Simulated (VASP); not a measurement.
Input of a VASP 6.6.1 run:

The input INCAR:

```
PREC = Accurate
ENCUT = 600
EDIFF = 1E-6
ISMEAR = 0
SIGMA = 0.01
LREAL = False
LASPH = True
NELM = 120
ALGO = Normal
ISIF = 2
LWAVE = False
LCHARG = False
GGA = PE
NBANDS = 30
GGA_COMPAT = False
```

Contents of KPOINTS:

```
regular mesh
0
Gamma
  6 6 6
```

Contents of POSCAR:

```
TiPbO3
1.0
    3.7923183512      0.0000000000      0.0000000000
    0.0000000000      3.7923183512      0.0000000000
    0.0000000000      0.0000000000      4.0361463699
Ti Pb O
1 1 3
Direct
    0.5000000000      0.5000000000      0.5382000000
    0.0000000000      0.0000000000      0.0000000000
    0.5000000000      0.5000000000      0.1130000000
    0.5000000000      0.0000000000      0.6150000000
    0.0000000000      0.5000000000      0.6150000000
```

Potentials or basis: VASP PAW PBE potentials, release 64 (Ti_sv, Pb_d, O).

Command:

```console
$ cat potpaw_PBE.64/Ti_sv/POTCAR potpaw_PBE.64/Pb_d/POTCAR potpaw_PBE.64/O/POTCAR > POTCAR
$ mpirun -np 1 vasp_std > vasp.out
```

Task: Predict the pressure.

Result: 23.7 GPa.

Task: Predict the largest force.

Result: 1.856 eV/Å.

Stress tensor (GPa, compression positive):
```
23.03  0.00  0.00
 0.00 23.03  0.00
 0.00  0.00 25.00
```

Caveat: the cell stands under pressure; forces of over 1 eV/Å act on the atoms, so gaps and moduli don't describe the material at rest.
